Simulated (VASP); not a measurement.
# SnO (Romarchite) (P4/nmm) in VASP: settings compared

The runs below take SnO (Romarchite) through single point, relaxation of cell and atoms, with r2SCAN, PBE+D3(BJ), PBE+D4.

Everything below comes from runs of VASP 6.6.1. Logs are shortened: lines on timing, memory, paths and dates and some standing lists are left out, and cuts for length are marked.

### Step 1. The cell of the first run

The structure is tetragonal, space group P4/nmm (No. 129). Conventional cell: a = 3.793 Å, b = 3.793 Å, c = 4.758 Å, α = 90.00°, β = 90.00°, γ = 90.00°. Within 2.9 Å of Sn (site symmetry 4mm) lie 4 O at 2.22 Å. O (site symmetry -4m2) has 4 Sn at 2.22 Å and 4 O at 2.68 Å within 2.9 Å.

### Step 2. Single point, r2SCAN

Contents of POSCAR:

```
SnO
1.0
    3.7926488455      0.0000000000      0.0000000000
    0.0000000000      3.7926488455      0.0000000000
    0.0000000000      0.0000000000      4.7582138958
Sn O
2 2
Direct
    0.5000000000      0.0000000000      0.2410340807
    0.0000000000      0.5000000000      0.7589659193
    0.0000000000      0.0000000000      0.0000000000
    0.5000000000      0.5000000000      0.0000000000
```

Contents of INCAR.step1:

```
SYSTEM = SnO
ALGO = Normal
EDIFF = 1E-4
ENCUT = 520
GGA = PE
ISMEAR = -1
LASPH = .TRUE.
LCHARG = .FALSE.
LREAL = .FALSE.
LWAVE = .TRUE.
NBANDS = 28
NELM = 100
PREC = Accurate
SIGMA = 0.02
```

Contents of INCAR.step2:

```
SYSTEM = SnO
ALGO = Normal
EDIFF = 1E-6
ENCUT = 520
ISIF = 2
ISMEAR = -1
ISTART = 1
LASPH = .TRUE.
LCHARG = .FALSE.
LMIXTAU = .TRUE.
LREAL = .FALSE.
LWAVE = .FALSE.
METAGGA = R2SCAN
NBANDS = 28
NELM = 100
PREC = Accurate
SIGMA = 0.02
```

Contents of KPOINTS:

```
k-points
0
G
  6 6 6
  0 0 0
```

Potentials or basis: VASP PAW PBE potentials, release 64 (Sn_d, O).

The run is started by

```bash
> cat potpaw_PBE.64/Sn_d/POTCAR potpaw_PBE.64/O/POTCAR > POTCAR
> cp INCAR.step1 INCAR
> mpirun -np 1 vasp_std > vasp.out
> cp INCAR.step2 INCAR
> mpirun -np 1 vasp_std > vasp.out
```

OUTCAR:

```text
SYSTEM = SnO
   EDIFF = 1E-6
   ENCUT = 520
   ISIF = 2
   ISMEAR = -1
   ISTART = 1
   LASPH = .TRUE.
   LREAL = .FALSE.
   METAGGA = R2SCAN
   NELM = 100
   PREC = Accurate

 ion  position               nearest neighbor table
   1  0.500  0.000  0.241-   3 2.22   4 2.22   4 2.22   3 2.22   2 3.53   2 3.53   2 3.53   2 3.53
                             2 3.64   2 3.64   2 3.64   2 3.64
   2  0.000  0.500  0.759-   3 2.22   4 2.22   3 2.22   4 2.22   1 3.53   1 3.53   1 3.53   1 3.53
                             1 3.64   1 3.64   1 3.64   1 3.64
   3  0.000  0.000  0.000-   1 2.22   2 2.22   2 2.22   1 2.22
   4  0.500  0.500  0.000-   1 2.22   2 2.22   1 2.22   2 2.22

  LATTYP: Found a simple tetragonal cell.
 ALAT       =     3.7926488455
 C/A-ratio  =     1.2545885711

  Lattice vectors:

 A1 = (   3.7926488455,   0.0000000000,   0.0000000000)
 A2 = (   0.0000000000,   3.7926488455,   0.0000000000)
 A3 = (   0.0000000000,   0.0000000000,   4.7582138958)

Analysis of symmetry for initial positions (statically):
=====================================================================
 Subroutine PRICEL returns:
 Original cell was already a primitive cell.

 Routine SETGRP: Setting up the symmetry group for a
 simple tetragonal supercell.

 Subroutine GETGRP returns: Found 16 space group operations
 (whereof  8 operations were pure point group operations)
 out of a pool of 16 trial point group operations.

The static configuration has the point symmetry D_2d.
 The point group associated with its full space group is D_4h.

Analysis of symmetry for dynamics (positions and initial velocities):
=====================================================================
 Subroutine PRICEL returns:
 Original cell was already a primitive cell.

 Routine SETGRP: Setting up the symmetry group for a
 simple tetragonal supercell.

 Subroutine GETGRP returns: Found 16 space group operations
 (whereof  8 operations were pure point group operations)
 out of a pool of 16 trial point group operations.

The dynamic configuration has the point symmetry D_2d.
 The point group associated with its full space group is D_4h.

 Subroutine INISYM returns: Found 16 space group operations
 (whereof  8 operations are pure point group operations),
 and found     1 'primitive' translations

----------------------------------------------------------------------------------------

                                     Primitive cell

  volume of cell :      68.4430

  direct lattice vectors                    reciprocal lattice vectors
     3.792648846  0.000000000  0.000000000     0.263667964  0.000000000  0.000000000
     0.000000000  3.792648846  0.000000000     0.000000000  0.263667964  0.000000000
     0.000000000  0.000000000  4.758213896     0.000000000  0.000000000  0.210162893

  length of vectors
     3.792648846  3.792648846  4.758213896     0.263667964  0.263667964  0.210162893

  position of ions in fractional coordinates (direct lattice)
     0.500000000  0.000000000  0.241034081
     0.000000000  0.500000000  0.758965919
     0.000000000  0.000000000  0.000000000
     0.500000000  0.500000000  0.000000000

  ion indices of the primitive-cell ions
   primitive index   ion index
                 1           1
                 2           2
                 3           3
                 4           4

----------------------------------------------------------------------------------------

 KPOINTS: k-points

Automatic generation of k-mesh.
 Grid dimensions read from file:
 generate k-points for:    6    6    6

 Generating k-lattice:

  Cartesian coordinates                     Fractional coordinates (reciprocal lattice)
     0.043944661  0.000000000  0.000000000     0.166666667  0.000000000  0.000000000
     0.000000000  0.043944661  0.000000000     0.000000000  0.166666667  0.000000000
     0.000000000  0.000000000  0.035027149     0.000000000  0.000000000  0.166666667

  Length of vectors
     0.043944661  0.043944661  0.035027149

  Shift w.r.t. Gamma in fractional coordinates (k-lattice)
     0.000000000  0.000000000  0.000000000

 Subroutine IBZKPT returns following result:
 ===========================================

 Found     40 irreducible k-points:

 Following reciprocal coordinates:
            Coordinates               Weight
  0.000000  0.000000  0.000000      1.000000
  0.166667  0.000000  0.000000      4.000000
  0.333333  0.000000  0.000000      4.000000
  0.500000  0.000000  0.000000      2.000000
  0.166667  0.166667  0.000000      4.000000
  0.333333  0.166667  0.000000      8.000000
[... 16 lines left out ...]
  0.333333  0.000000  0.333333      8.000000
  0.500000  0.000000  0.333333      4.000000
 [... further k-points ...]
   k-points           NKPTS =     40   k-points in BZ     NKDIM =     40   number of bands    NBANDS=     28
   number of dos      NEDOS =    301   number of ions     NIONS =      4
   total plane-waves  NPLWV =  28224
   dimension x,y,z NGX =    28 NGY =   28 NGZ =   36
   dimension x,y,z NGXF=    56 NGYF=   56 NGZF=   72
   ions per type =               2   2
   NGX,Y,Z   is equivalent  to a cutoff of  12.27, 12.27, 12.58 a.u.
   NGXF,Y,Z  is equivalent  to a cutoff of  24.55, 24.55, 25.16 a.u.
 SYSTEM =  SnO
   PREC   = accura    normal or accurate (medium, high low for compatibility)
   ISTART =      1    job   : 0-new  1-cont  2-samecut
   ICHARG =      0    charge: 1-file 2-atom 10-const
   ISPIN  =      1    spin polarized calculation?
   LNONCOLLINEAR =      F non collinear calculations
   LSORBIT =      F    spin-orbit coupling
   LASPH  =      T    aspherical Exc in radial PAW
   ENCUT  =  520.0 eV  38.22 Ry    6.18 a.u.   7.05  7.05  8.85*2*pi/ulx,y,z
   NELM   =    100;   NELMIN=  2; NELMDL=  0     # of ELM steps
   EDIFF  = 0.1E-05   stopping-criterion for ELM
   LREAL  =      F    real-space projection
   EDIFFG = 0.1E-04   stopping-criterion for IOM
   NSW    =      0    number of steps for IOM
   IBRION =     -1    ionic relax: 0-MD 1-quasi-New 2-CG
   NFREE  =      0    steps in history (QN), initial steepest desc. (CG)
   ISIF   =      2    stress and relaxation
   ISYM   =      2    0-nonsym 1-usesym 2-fastsym
   POTIM  = 0.5000    time-step for ionic-motion
   TEBEG  =    0.0;   TEEND  =   0.0 temperature during run
   PSTRESS=    0.0 pullay stress
   NELECT =      40.0000    total number of electrons
   NUPDOWN=      -1.0000    fix difference up-down
   EMIN   =  10.00;   EMAX   =-10.00  energy-range for DOS
   EFERMI =   0.00;   METHOD = LEGACY
   ISMEAR =    -1;   SIGMA  =   0.02  broadening in eV -4-tet -1-fermi 0-gaus
   EFERMI_NEDOS =   21; number of points for ismear=-14 and -15
   IALGO  =     38    algorithm
   IMIX   =      4    mixing-type and parameters
     AMIX     =   0.40;   BMIX     =  1.00
     AMIX_MAG =   1.60;   BMIX_MAG =  1.00
  volume/ion in A,a.u.               =      17.11       115.47
  Fermi-wavevector in a.u.,A,eV,Ry     =   1.368732  2.586528 25.489525  1.873427
  Thomas-Fermi vector in A             =   2.494670
   LORBIT       =      0    0 simple, 1 ext, 2 COOP (PROOUT), +10 PAW based schemes
   METAGGA = R2SCAN    functional components
   LHFCALC =     F    Hartree Fock is set to
   AEXX    =    0.0000 exact exchange contribution
   IVDW    =     0    specifies the selected vdW correction
   LEPSILON=     F    determine dielectric tensor
   LRPA    =     F    only Hartree local field effects (RPA)
 non-spin polarized calculation
  energy-cutoff  :      520.00
  volume of cell :       68.44
 maximum number of plane-waves:      1868
   NGX = 15   NGY = 15   NGZ = 17

 number of electron      39.9999998 magnetization

 Free energy of the ion-electron system (eV)
  ---------------------------------------------------
  ext. energy  EPLUGINS =         0.00000000
  ---------------------------------------------------
  free energy    TOTEN  =       -66.88897864 eV

  energy without entropy =      -66.88865540  energy(sigma->0) =      -66.88881702

 E-fermi :   7.5028     XC(G=0): -11.0806

 val. band max:        7.4977514688   @ k =   0.0000   0.0000   0.0000
 cond. band min:       7.5282929690   @ k =   0.5000   0.5000   0.0000
 fundamental gap:      0.0305415001
 Fermi energy:         7.5028449194

 k-point     1 :       0.0000    0.0000    0.0000
  band No.  band energies     occupation
      1     -15.5718      2.00000
      2     -14.9845      2.00000
      3     -14.9792      2.00000
      4     -14.9792      2.00000
      5     -14.9254      2.00000
      6     -14.9064      2.00000
[... 20 lines left out ...]
     27      14.4689      0.00000
     28      15.0742      0.00000

 k-point     2 :       0.1667    0.0000    0.0000
  band No.  band energies     occupation
      1     -15.5559      2.00000
      2     -15.0639      2.00000
      3     -14.9740      2.00000
      4     -14.9708      2.00000
      5     -14.9623      2.00000
      6     -14.9270      2.00000
[... 20 lines left out ...]
     27      14.7910      0.00000
     28      16.9563      0.00000

 k-point     3 :       0.3333    0.0000    0.0000
  band No.  band energies     occupation
      1     -15.5108      2.00000
      2     -15.2800      2.00000
      3     -14.9583      2.00000
      4     -14.9503      2.00000
      5     -14.9417      2.00000
      6     -14.9295      2.00000
[... 20 lines left out ...]
     27      15.2964      0.00000
     28      18.0611      0.00000

 k-point     4 :       0.5000    0.0000    0.0000
  band No.  band energies     occupation
      1     -15.4273      2.00000
      2     -15.4273      2.00000
      3     -14.9416      2.00000
      4     -14.9416      2.00000
      5     -14.9331      2.00000
      6     -14.9331      2.00000
[... 578 lines left out ...]
     27      15.8908      0.00000
     28      17.1324      0.00000

 k-point    23 :       0.3333    0.0000    0.3333
  band No.  band energies     occupation
      1     -15.5118      2.00000
      2     -15.3063      2.00000
      3     -14.9706      2.00000
      4     -14.9462      2.00000
      5     -14.9445      2.00000
      6     -14.9386      2.00000
[... 20 lines left out ...]
     27      16.4190      0.00000
     28      18.2478      0.00000

 k-point    24 :       0.5000    0.0000    0.3333
  band No.  band energies     occupation
      1     -15.4426      2.00000
      2     -15.4426      2.00000
      3     -14.9667      2.00000
      4     -14.9667      2.00000
      5     -14.9337      2.00000
      6     -14.9337      2.00000
[... 20 lines left out ...]
     27      17.1527      0.00000
     28      17.1527      0.00000

 [... further k-points ...]
[... 5 lines left out ...]
  --------------------------------------------------------------------------------------
  -------------------------------------------------------------------------------------
  Total        0.7805863      0.7805863      0.7628878      0.0000000      0.0000000      0.0000000
  in kB       18.2726821     18.2726821     17.8583790      0.0000000      0.0000000      0.0000000
  external PRESSURE =      18.1345810 kB  Pullay stress =       0.0000000 kB

 VOLUME and BASIS-vectors are now :
 -----------------------------------------------------------------------------
  energy-cutoff  :      520.00
  volume of cell :       68.44
      direct lattice vectors                 reciprocal lattice vectors
     3.792648846  0.000000000  0.000000000     0.263667964  0.000000000  0.000000000
     0.000000000  3.792648846  0.000000000     0.000000000  0.263667964  0.000000000
     0.000000000  0.000000000  4.758213896     0.000000000  0.000000000  0.210162893

 POSITION                                       TOTAL-FORCE (eV/Angst)
 -----------------------------------------------------------------------------------
      1.89632      0.00000      1.14689        -0.000000      0.000000      0.119209
      0.00000      1.89632      3.61132         0.000000      0.000000     -0.119209
      0.00000      0.00000      0.00000         0.000000     -0.000000     -0.000000
      1.89632      1.89632      0.00000         0.000000      0.000000     -0.000000
 -----------------------------------------------------------------------------------
    total drift:                                0.000000      0.000000      0.000000

  FREE ENERGIE OF THE ION-ELECTRON SYSTEM (eV)
  ---------------------------------------------------
  free  energy   TOTEN  =       -66.8889786390 eV

  energy  without entropy=      -66.8886554017  energy(sigma->0) =      -66.88881702
```

It took 2.3 min on 1 thread of Intel Xeon 6975P-C (Granite Rapids), shared host; peak memory 0.21 GiB.

What came out:

| Property | Result |
| --- | --- |
| Free energy | -66.8890 eV |
| Pressure | 1.8 GPa |
| Largest force | 0.119 eV/Å |
| Band gap on the k mesh | 0.03 eV, indirect (least direct gap 2.20 eV) |

Forces on the atoms (eV/Å):
```
Sn   0.000  0.000  0.119
Sn   0.000  0.000 -0.119
O    0.000  0.000  0.000
O    0.000  0.000  0.000
```

Levels at points of the mesh, in eV from the valence-band top:
```csv
k point,band 18,band 19,band 20,band 21,band 22,band 23
"(0.00, 0.00, 0.00)",-3.68,-3.68,0.00,2.47,4.74,4.74
"(0.50, 0.00, 0.00)",-5.40,-3.10,-3.10,3.55,3.55,6.15
"(0.50, 0.50, 0.00)",-3.00,-2.17,-2.17,0.03,0.03,4.76
"(0.00, 0.00, 0.50)",-3.70,-2.96,-2.62,1.95,2.96,2.96
"(0.50, 0.00, 0.50)",-5.36,-2.08,-2.08,2.86,2.86,5.59
"(0.50, 0.50, 0.50)",-3.04,-3.00,-3.00,2.37,2.37,4.52
```

Caveat: the PAW data sets were made with another functional, which shifts forces and pressure a little; spin-orbit coupling is left out, which moves the levels of the heavy elements.

(Part 1 of 2 ends here.)
